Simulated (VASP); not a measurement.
# CrB2 (P6/mmm) in VASP: notebook

Runs on CrB2. Level: LDA. Tasks: electric field gradients, vibrations by perturbation theory.

Program: VASP 6.6.1. These are calculated values, not measurements. Logs are shortened: lines on timing, memory, paths and dates and some standing lists are left out, and cuts for length are marked.

**1. The cell of the first run**

It takes space group P6/mmm (No. 191, hexagonal). Conventional cell: a = 2.946 Å, b = 2.946 Å, c = 2.863 Å, α = 90.00°, β = 90.00°, γ = 120.00°. Within 3.0 Å of Cr (site symmetry 6/mmm) lie 12 B at 2.22 Å and 8 Cr at 2.86 to 2.95 Å. B (site symmetry -6m2) has 3 B at 1.70 Å and 6 Cr at 2.22 Å within 2.3 Å.

**2. Electric field gradients, LDA**

File INCAR:

```
SYSTEM = CrB2
  PREC = Accurate
  ENCUT = 520
  EDIFF = 1E-8
  ISMEAR = -1
  SIGMA = 0.15
  LREAL = .False.
  LASPH = .True.
  NELM = 60
  ALGO = Normal
  ISIF = 2
  LWAVE = .False.
  LCHARG = .False.
  LEFG = .True.
  NBANDS = 16
```

File KPOINTS:

```
Automatic mesh
0
Gamma
  18 18 14
  0 0 0
```

File POSCAR:

```
CrB2
1.0
    2.9461135843      0.0000000000      0.0000000000
   -1.4730567922      2.5514092064      0.0000000000
    0.0000000000      0.0000000000      2.8630350367
Cr B
1 2
Direct
    0.0000000000      0.0000000000      0.0000000000
    0.3333333333      0.6666666667      0.5000000000
    0.6666666667      0.3333333333      0.5000000000
```

Potentials or basis: VASP PAW LDA potentials, release 64 (Cr_pv, B).

The run is started by

```console
> cat potpaw_LDA.64/Cr_pv/POTCAR potpaw_LDA.64/B/POTCAR > POTCAR
> mpirun -np 1 vasp_std > vasp.out
```

OUTCAR:

```text
SYSTEM = CrB2
   PREC = Accurate
   ENCUT = 520
   EDIFF = 1E-8
   ISMEAR = -1
   LREAL = .False.
   LASPH = .True.
   NELM = 60
   ISIF = 2

 ion  position               nearest neighbor table
   1  0.000  0.000  0.000-   2 2.22   3 2.22   2 2.22   3 2.22   2 2.22   2 2.22   3 2.22   3 2.22
                             3 2.22   3 2.22   2 2.22   2 2.22
   2  0.333  0.667  0.500-   3 1.70   3 1.70   3 1.70   1 2.22   1 2.22   1 2.22   1 2.22   1 2.22
                             1 2.22
   3  0.667  0.333  0.500-   2 1.70   2 1.70   2 1.70   1 2.22   1 2.22   1 2.22   1 2.22   1 2.22
                             1 2.22

  LATTYP: Found a hexagonal cell.
 ALAT       =     2.9461135843
 C/A-ratio  =     0.9718006298

  Lattice vectors:

 A1 = (   2.9461135843,   0.0000000000,   0.0000000000)
 A2 = (  -1.4730567922,   2.5514092064,   0.0000000000)
 A3 = (   0.0000000000,   0.0000000000,   2.8630350367)

Analysis of symmetry for initial positions (statically):
=====================================================================
 Subroutine PRICEL returns:
 Original cell was already a primitive cell.

 Routine SETGRP: Setting up the symmetry group for a
 hexagonal supercell.

 Subroutine GETGRP returns: Found 24 space group operations
 (whereof 24 operations were pure point group operations)
 out of a pool of 24 trial point group operations.

The static configuration has the point symmetry D_6h.

Analysis of symmetry for dynamics (positions and initial velocities):
=====================================================================
 Subroutine PRICEL returns:
 Original cell was already a primitive cell.

 Routine SETGRP: Setting up the symmetry group for a
 hexagonal supercell.

 Subroutine GETGRP returns: Found 24 space group operations
 (whereof 24 operations were pure point group operations)
 out of a pool of 24 trial point group operations.

The dynamic configuration has the point symmetry D_6h.

 Subroutine INISYM returns: Found 24 space group operations
 (whereof 24 operations are pure point group operations),
 and found     1 'primitive' translations

----------------------------------------------------------------------------------------

                                     Primitive cell

  volume of cell :      21.5207

  direct lattice vectors                    reciprocal lattice vectors
     2.946113584  0.000000000  0.000000000     0.339430226  0.195970132  0.000000000
    -1.473056792  2.551409206  0.000000000     0.000000000  0.391940265  0.000000000
     0.000000000  0.000000000  2.863035037     0.000000000  0.000000000  0.349279693

  length of vectors
     2.946113584  2.946113584  2.863035037     0.391940265  0.391940265  0.349279693

  position of ions in fractional coordinates (direct lattice)
     0.000000000  0.000000000  0.000000000
     0.333333333  0.666666667  0.500000000
     0.666666667  0.333333333  0.500000000

  ion indices of the primitive-cell ions
   primitive index   ion index
                 1           1
                 2           2
                 3           3

----------------------------------------------------------------------------------------

 KPOINTS: Automatic mesh

Automatic generation of k-mesh.
 Grid dimensions read from file:
 generate k-points for:   18   18   14

 Generating k-lattice:

  Cartesian coordinates                     Fractional coordinates (reciprocal lattice)
     0.018857235  0.010887230  0.000000000     0.055555556  0.000000000  0.000000000
     0.000000000  0.021774459  0.000000000     0.000000000  0.055555556  0.000000000
     0.000000000  0.000000000  0.024948550     0.000000000  0.000000000  0.071428571

  Length of vectors
     0.021774459  0.021774459  0.024948550

  Shift w.r.t. Gamma in fractional coordinates (k-lattice)
     0.000000000  0.000000000  0.000000000

 Subroutine IBZKPT returns following result:
 ===========================================

 Found    296 irreducible k-points:

 Following reciprocal coordinates:
            Coordinates               Weight
  0.000000  0.000000  0.000000      1.000000
  0.055556  0.000000  0.000000      6.000000
  0.111111  0.000000  0.000000      6.000000
  0.166667  0.000000  0.000000      6.000000
  0.222222  0.000000  0.000000      6.000000
  0.277778  0.000000  0.000000      6.000000
[... 16 lines left out ...]
  0.333333  0.111111  0.000000     12.000000
  0.388889  0.111111  0.000000     12.000000
 [... further k-points ...]
   k-points           NKPTS =    296   k-points in BZ     NKDIM =    296   number of bands    NBANDS=     16
   number of dos      NEDOS =    301   number of ions     NIONS =      3
   total plane-waves  NPLWV =  13824
   dimension x,y,z NGX =    24 NGY =   24 NGZ =   24
   dimension x,y,z NGXF=    48 NGYF=   48 NGZF=   48
   ions per type =               1   2
   NGX,Y,Z   is equivalent  to a cutoff of  13.54, 13.54, 13.94 a.u.
   NGXF,Y,Z  is equivalent  to a cutoff of  27.09, 27.09, 27.87 a.u.
 SYSTEM =  CrB2
   PREC   = accura    normal or accurate (medium, high low for compatibility)
   ISTART =      0    job   : 0-new  1-cont  2-samecut
   ICHARG =      2    charge: 1-file 2-atom 10-const
   ISPIN  =      1    spin polarized calculation?
   LNONCOLLINEAR =      F non collinear calculations
   LSORBIT =      F    spin-orbit coupling
   LASPH  =      T    aspherical Exc in radial PAW
   ENCUT  =  520.0 eV  38.22 Ry    6.18 a.u.   5.48  5.48  5.32*2*pi/ulx,y,z
   NELM   =     60;   NELMIN=  2; NELMDL= -5     # of ELM steps
   EDIFF  = 0.1E-07   stopping-criterion for ELM
   LREAL  =      F    real-space projection
   EDIFFG = 0.1E-06   stopping-criterion for IOM
   NSW    =      0    number of steps for IOM
   IBRION =     -1    ionic relax: 0-MD 1-quasi-New 2-CG
   NFREE  =      0    steps in history (QN), initial steepest desc. (CG)
   ISIF   =      2    stress and relaxation
   ISYM   =      2    0-nonsym 1-usesym 2-fastsym
   POTIM  = 0.5000    time-step for ionic-motion
   TEBEG  =    0.0;   TEEND  =   0.0 temperature during run
   PSTRESS=    0.0 pullay stress
   NELECT =      18.0000    total number of electrons
   NUPDOWN=      -1.0000    fix difference up-down
   EMIN   =  10.00;   EMAX   =-10.00  energy-range for DOS
   EFERMI =   0.00;   METHOD = LEGACY
   ISMEAR =    -1;   SIGMA  =   0.15  broadening in eV -4-tet -1-fermi 0-gaus
   EFERMI_NEDOS =   21; number of points for ismear=-14 and -15
   IALGO  =     38    algorithm
   IMIX   =      4    mixing-type and parameters
     AMIX     =   0.40;   BMIX     =  1.00
     AMIX_MAG =   1.60;   BMIX_MAG =  1.00
  volume/ion in A,a.u.               =       7.17        48.41
  Fermi-wavevector in a.u.,A,eV,Ry     =   1.542459  2.914825 32.370698  2.379179
  Thomas-Fermi vector in A             =   2.648260
   LORBIT       =      0    0 simple, 1 ext, 2 COOP (PROOUT), +10 PAW based schemes
   GGA     = CA    functional components
   LHFCALC =     F    Hartree Fock is set to
   AEXX    =    0.0000 exact exchange contribution
   IVDW    =     0    specifies the selected vdW correction
   LEPSILON=     F    determine dielectric tensor
   LRPA    =     F    only Hartree local field effects (RPA)
 non-spin polarized calculation
  energy-cutoff  :      520.00
  volume of cell :       21.52
 maximum number of plane-waves:       605
 NGX is ok and might be reduce to    24
   NGX = 11   NGY = 11   NGZ = 11

 number of electron      17.9999994 magnetization

 Free energy of the ion-electron system (eV)
  ---------------------------------------------------
  ext. energy  EPLUGINS =         0.00000000
  ---------------------------------------------------
  free energy    TOTEN  =       -26.79314411 eV

  energy without entropy =      -26.62625891  energy(sigma->0) =      -26.70970151

 E-fermi :  11.7234     XC(G=0): -13.8494

 val. band max:       11.7233843810   @ k =   0.3333   0.3333   0.2857
 cond. band min:      11.7281507747   @ k =   0.3889   0.1111   0.0000
 fundamental gap:      0.0047663937
 Fermi energy:        11.7234128939

 k-point     1 :       0.0000    0.0000    0.0000
  band No.  band energies     occupation
      1     -31.6890      2.00000
      2     -31.4784      2.00000
      3     -31.4784      2.00000
      4      -3.6555      2.00000
      5       7.1070      2.00000
      6       7.1070      2.00000
[... 8 lines left out ...]
     15      16.8433      0.00000
     16      18.4729      0.00000
[... 419 lines left out ...]
 k-point    24 :       0.3889    0.1111    0.0000
  band No.  band energies     occupation
      1     -31.6740      2.00000
      2     -31.6583      2.00000
      3     -31.5425      2.00000
      4       0.0362      2.00000
      5       1.7323      2.00000
      6       5.6475      2.00000
[... 8 lines left out ...]
     15      20.0616      0.00000
     16      20.4206      0.00000

 [... further k-points ...]
[... 5 lines left out ...]
  --------------------------------------------------------------------------------------
  -------------------------------------------------------------------------------------
  Total        0.0817619      0.0817619      0.0488514     -0.0000000     -0.0000000      0.0000000
  in kB        6.0870302      6.0870302      3.6368993     -0.0000000     -0.0000000      0.0000000
  external PRESSURE =       5.2703199 kB  Pullay stress =       0.0000000 kB

 VOLUME and BASIS-vectors are now :
 -----------------------------------------------------------------------------
  energy-cutoff  :      520.00
  volume of cell :       21.52
      direct lattice vectors                 reciprocal lattice vectors
     2.946113584  0.000000000  0.000000000     0.339430226  0.195970132  0.000000000
    -1.473056792  2.551409206  0.000000000     0.000000000  0.391940265  0.000000000
     0.000000000  0.000000000  2.863035037     0.000000000  0.000000000  0.349279693

 POSITION                                       TOTAL-FORCE (eV/Angst)
 -----------------------------------------------------------------------------------
      0.00000      0.00000      0.00000        -0.000000      0.000000     -0.000000
     -0.00000      1.70094      1.43152         0.000000      0.000000     -0.000000
      1.47306      0.85047      1.43152        -0.000000      0.000000      0.000000
 -----------------------------------------------------------------------------------
    total drift:                               -0.000000      0.000000      0.000000

  FREE ENERGIE OF THE ION-ELECTRON SYSTEM (eV)
  ---------------------------------------------------
  free  energy   TOTEN  =       -26.7931441122 eV

  energy  without entropy=      -26.6262589064  energy(sigma->0) =      -26.70970151

 Electric field gradients (V/A^2)
---------------------------------------------------------------------
 ion       V_xx      V_yy      V_zz      V_xy      V_xz      V_yz
---------------------------------------------------------------------
   1      -7.459    -7.462    14.921    -0.002    -0.000     0.000
   2      -3.042    -3.042     6.084     0.000     0.000    -0.000
   3      -3.042    -3.042     6.084     0.000     0.000    -0.000
---------------------------------------------------------------------

 Electric field gradients after diagonalization (V/A^2)
 (convention: |V_zz| > |V_xx| > |V_yy|)
----------------------------------------------------------------------
 ion       V_xx      V_yy      V_zz     asymmetry (V_yy - V_xx)/ V_zz
----------------------------------------------------------------------
   1      -7.463    -7.458    14.921       0.000
   2      -3.042    -3.042     6.084       0.000
   3      -3.042    -3.042     6.084       0.000
----------------------------------------------------------------------

           NMR quadrupolar parameters

 Cq : quadrupolar parameter    Cq=e*Q*V_zz/h
 eta: asymmetry parameters     (V_yy - V_xx)/ V_zz
 Q  : nuclear electric quadrupole moment in mb (millibarn)
----------------------------------------------------------------------
 ion       Cq(MHz)       eta       Q (mb)
----------------------------------------------------------------------
   1       0.036       0.000       1.000
   2       0.015       0.000       1.000
   3       0.015       0.000       1.000
----------------------------------------------------------------------
```

Run time: 33 s. Hardware: 1 thread of Intel Xeon 6975P-C (Granite Rapids), shared host; peak memory 0.2 GiB.

What came out:

| Item | Value |
| --- | --- |
| Free energy | -26.7931 eV |
| Pressure | 0.5 GPa |
| Band gap on the k mesh | zero (bands 9 and 10 overlap by 1.97 eV) |
| Largest electric field gradient by atom | Cr +14.9; B +6.1 V/Å² |

Electric field gradients, principal values (V/Å²):
```
atom   least  middle  greatest (by size)
1 Cr  -7.458  -7.463              14.921
 2 B  -3.042  -3.042               6.084
 3 B  -3.042  -3.042               6.084
```

Caveat: without QUAD_EFG the Cq values of the log hold for a quadrupole moment of 1 mb, not for the nuclei; the run has no spin polarisation, though such a crystal can be magnetic.

(Continued in part 2 of 2.)
